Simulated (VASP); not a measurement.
# AlGaN2 (P-4m2) in VASP: a series of runs, part 3 of 3

VASP 6.6.1.

**6. Single point, LDA (strain +0.0100 x Voigt [1, 1, 0, 0, 0, 0])**

INCAR reads:

```
ALGO     = Normal         # electronic algorithm
EDIFF    = 1E-6           # SCF threshold, eV
ENCUT    = 520            # plane-wave cutoff, eV
ISIF     = 2              # what is computed and relaxed
ISMEAR   = 0              # smearing method
LASPH    = True           # aspherical terms in the spheres
LCHARG   = False          # write CHGCAR
LREAL    = False          # projectors in reciprocal space
LWAVE    = False          # write WAVECAR
NBANDS   = 21             # bands
NELM     = 60             # most SCF steps
PREC     = Accurate       # precision mode
SIGMA    = 0.05           # smearing width, eV
```

KPOINTS reads:

```
k-points
0
Gamma
  8 8 6
```

POSCAR reads:

```
AlGaN2
1.0
    3.1722858192      0.0000000000      0.0000000000
    0.0000000000      3.1722858192      0.0000000000
    0.0000000000      0.0000000000      4.4238379400
Al Ga N
1 1 2
Direct
    0.5000000000      0.5000000000      0.5000000000
    0.0000000000      0.0000000000      0.0000000000
    0.5000000000      0.0000000000      0.7382648100
    0.0000000000      0.5000000000      0.2617351900
```

Potentials or basis: VASP PAW LDA potentials, release 64 (Al, Ga_d, N).

Command:

```console
$ cat potpaw_LDA.64/Al/POTCAR potpaw_LDA.64/Ga_d/POTCAR potpaw_LDA.64/N/POTCAR > POTCAR
$ mpirun -np 1 vasp_std > vasp.out
```

OUTCAR:

```text
EDIFF = 1E-6
   ENCUT = 520
   ISIF = 2
   ISMEAR = 0
   LASPH = True
   LREAL = False
   NELM = 60
   PREC = Accurate

 ion  position               nearest neighbor table
   1  0.500  0.500  0.500-   3 1.90   4 1.90   3 1.90   4 1.90
   2  0.000  0.000  0.000-   3 1.96   4 1.96   4 1.96   3 1.96
   3  0.500  0.000  0.738-   1 1.90   1 1.90   2 1.96   2 1.96
   4  0.000  0.500  0.262-   1 1.90   1 1.90   2 1.96   2 1.96

  LATTYP: Found a simple tetragonal cell.
 ALAT       =     3.1722858192
 C/A-ratio  =     1.3945269097

  Lattice vectors:

 A1 = (   3.1722858192,   0.0000000000,   0.0000000000)
 A2 = (   0.0000000000,   3.1722858192,   0.0000000000)
 A3 = (   0.0000000000,   0.0000000000,   4.4238379400)

Analysis of symmetry for initial positions (statically):
=====================================================================
 Subroutine PRICEL returns:
 Original cell was already a primitive cell.

 Routine SETGRP: Setting up the symmetry group for a
 simple tetragonal supercell.

 Subroutine GETGRP returns: Found  8 space group operations
 (whereof  8 operations were pure point group operations)
 out of a pool of 16 trial point group operations.

The static configuration has the point symmetry D_2d.

Analysis of symmetry for dynamics (positions and initial velocities):
=====================================================================
 Subroutine PRICEL returns:
 Original cell was already a primitive cell.

 Routine SETGRP: Setting up the symmetry group for a
 simple tetragonal supercell.

 Subroutine GETGRP returns: Found  8 space group operations
 (whereof  8 operations were pure point group operations)
 out of a pool of 16 trial point group operations.

The dynamic configuration has the point symmetry D_2d.

 Subroutine INISYM returns: Found  8 space group operations
[... 112 lines left out ...]
   NELECT =      26.0000    total number of electrons
   NUPDOWN=      -1.0000    fix difference up-down
   EMIN   =  10.00;   EMAX   =-10.00  energy-range for DOS
   EFERMI =   0.00;   METHOD = LEGACY
   ISMEAR =     0;   SIGMA  =   0.05  broadening in eV -4-tet -1-fermi 0-gaus
   EFERMI_NEDOS =   21; number of points for ismear=-14 and -15
   IALGO  =     38    algorithm
   IMIX   =      4    mixing-type and parameters
     AMIX     =   0.40;   BMIX     =  1.00
     AMIX_MAG =   1.60;   BMIX_MAG =  1.00
  volume/ion in A,a.u.               =      11.13        75.11
  Fermi-wavevector in a.u.,A,eV,Ry     =   1.368416  2.585930 25.477741  1.872561
  Thomas-Fermi vector in A             =   2.494382
   LORBIT       =      0    0 simple, 1 ext, 2 COOP (PROOUT), +10 PAW based schemes
   GGA     = CA    functional components
   LHFCALC =     F    Hartree Fock is set to
   AEXX    =    0.0000 exact exchange contribution
   IVDW    =     0    specifies the selected vdW correction
   LEPSILON=     F    determine dielectric tensor
   LRPA    =     F    only Hartree local field effects (RPA)
 non-spin polarized calculation
 Gauss-broadening in eV      SIGMA  =   0.05
  energy-cutoff  :      520.00
  volume of cell :       44.52
 maximum number of plane-waves:      1224
 NGX is ok and might be reduce to    24
   NGX = 11   NGY = 11   NGZ = 17

 number of electron      25.9999987 magnetization

 Free energy of the ion-electron system (eV)
  ---------------------------------------------------
  ext. energy  EPLUGINS =         0.00000000
  ---------------------------------------------------
  free energy    TOTEN  =       -30.26973124 eV

  energy without entropy =      -30.26973124  energy(sigma->0) =      -30.26973124

 E-fermi :   5.4499     XC(G=0): -11.6268

 val. band max:        5.1744894721   @ k =   0.0000   0.0000   0.0000
 cond. band min:       7.9090116053   @ k =   0.0000   0.0000   0.0000
 fundamental gap:      2.7345221331
 Fermi energy:         5.4498853981

 k-point     1 :       0.0000    0.0000    0.0000
  band No.  band energies     occupation
      1     -10.0257      2.00000
      2      -8.7975      2.00000
      3      -7.9168      2.00000
      4      -7.9168      2.00000
      5      -7.8727      2.00000
      6      -7.7261      2.00000
[... 565 lines left out ...]
     20      17.0190      0.00000
     21      17.0853      0.00000

 [... further k-points ...]
[... 5 lines left out ...]
  --------------------------------------------------------------------------------------
  -------------------------------------------------------------------------------------
  Total       -2.2802964     -2.2802964     -1.9527815      0.0000000      0.0000000     -0.0000000
  in kB      -82.0650151    -82.0650151    -70.2781648      0.0000000      0.0000000     -0.0000000
  external PRESSURE =     -78.1360650 kB  Pullay stress =       0.0000000 kB

 VOLUME and BASIS-vectors are now :
 -----------------------------------------------------------------------------
  energy-cutoff  :      520.00
  volume of cell :       44.52
      direct lattice vectors                 reciprocal lattice vectors
     3.172285819  0.000000000  0.000000000     0.315230108  0.000000000  0.000000000
     0.000000000  3.172285819  0.000000000     0.000000000  0.315230108  0.000000000
     0.000000000  0.000000000  4.423837940     0.000000000  0.000000000  0.226048064

 POSITION                                       TOTAL-FORCE (eV/Angst)
 -----------------------------------------------------------------------------------
      1.58614      1.58614      2.21192        -0.000000      0.000000      0.000000
      0.00000      0.00000      0.00000        -0.000000     -0.000000      0.000000
      1.58614      0.00000      3.26596         0.000000     -0.000000      0.146719
      0.00000      1.58614      1.15787        -0.000000     -0.000000     -0.146719
 -----------------------------------------------------------------------------------
    total drift:                                0.000000      0.000000      0.000000

  FREE ENERGIE OF THE ION-ELECTRON SYSTEM (eV)
  ---------------------------------------------------
  free  energy   TOTEN  =       -30.2697312360 eV

  energy  without entropy=      -30.2697312360  energy(sigma->0) =      -30.26973124
```

OSZICAR:

```text
N       E                     dE             d eps       ncg     rms          rms(c)
DAV:   1     0.174115233745E+03    0.17412E+03   -0.13030E+04  2768   0.181E+03
DAV:   2    -0.140882313279E+02   -0.18820E+03   -0.17480E+03  2750   0.408E+02
DAV:   3    -0.343346794253E+02   -0.20246E+02   -0.19998E+02  2944   0.106E+02
DAV:   4    -0.348508046485E+02   -0.51613E+00   -0.51526E+00  3081   0.179E+01
DAV:   5    -0.348594552637E+02   -0.86506E-02   -0.86499E-02  2971   0.221E+00    0.114E+01
DAV:   6    -0.303520879199E+02    0.45074E+01   -0.14742E+01  3923   0.506E+01    0.395E+00
DAV:   7    -0.303325844953E+02    0.19503E-01   -0.89672E-01  2650   0.780E+00    0.264E+00
DAV:   8    -0.302834787456E+02    0.49106E-01   -0.21864E-01  2978   0.417E+00    0.109E+00
DAV:   9    -0.302695325050E+02    0.13946E-01   -0.40523E-02  3348   0.289E+00    0.407E-01
DAV:  10    -0.302697577676E+02   -0.22526E-03   -0.61074E-03  2929   0.512E-01    0.105E-01
DAV:  11    -0.302697383156E+02    0.19452E-04   -0.17340E-04  3508   0.152E-01    0.319E-02
DAV:  12    -0.302697308497E+02    0.74658E-05   -0.39777E-05  3574   0.770E-02    0.108E-02
DAV:  13    -0.302697312360E+02   -0.38623E-06   -0.24173E-06  2758   0.118E-02
   1 F= -.30269731E+02 E0= -.30269731E+02  d E =-.982760E-17
```

stdout:

```text
POSCAR found type information on POSCAR AlGaN
 POSCAR found :  3 types and       4 ions
 scaLAPACK will be used
 LDA part: xc-table for (Slater(with rela. corr.)+CA(PZ))
 , standard interpolation
 POSCAR, INCAR and KPOINTS ok, starting setup
 FFT: planning ... GRIDC
 FFT: planning ... GRID_SOFT
 FFT: planning ... GRID
 WAVECAR not read
 entering main loop
```

It took 15 s on 1 thread of Intel Xeon 6975P-C (Granite Rapids), shared host; peak memory 0.17 GiB.

Results:

```yaml
Free_energy: -30.2697 eV
Pressure: -7.8 GPa
Largest_force: 0.147 eV/Å
Band_gap_on_the_k_mesh: 2.73 eV, direct
```

Forces on the atoms (eV/Å):
```
Al   0.000  0.000  0.000
Ga   0.000  0.000  0.000
N    0.000  0.000  0.147
N    0.000  0.000 -0.147
```

Stress tensor (GPa, compression positive):
```
-8.21  0.00  0.00
 0.00 -8.21  0.00
 0.00  0.00 -7.03
```

Caveat: the cell differs from its parent crystal (strain +0.0100 x Voigt [1, 1, 0, 0, 0, 0]).

**7. The runs side by side**

```csv
cell,gap on the mesh (eV),pressure (GPa),largest force (eV/Å)
"a = 3.078, b = 3.078, c = 4.424 Å, 4 atoms",3.14,4.1,0.22
"a = 3.094, b = 3.094, c = 4.424 Å, 4 atoms",3.07,1.9,0.20
"a = 3.109, b = 3.109, c = 4.424 Å, 4 atoms",3.00,-0.2,0.19
"a = 3.157, b = 3.157, c = 4.424 Å, 4 atoms",2.80,-6.0,0.16
"a = 3.172, b = 3.172, c = 4.424 Å, 4 atoms",2.73,-7.8,0.15
```

Alike in all rows: task single point; level LDA; potentials or basis VASP PAW LDA potentials, release 64 (Al, Ga_d, N); no spin polarisation; k mesh 8 × 8 × 6; cutoff (eV) 520; smearing gaussian 0.05 eV.

Absolute energies hang on the potentials; compare differences alone.
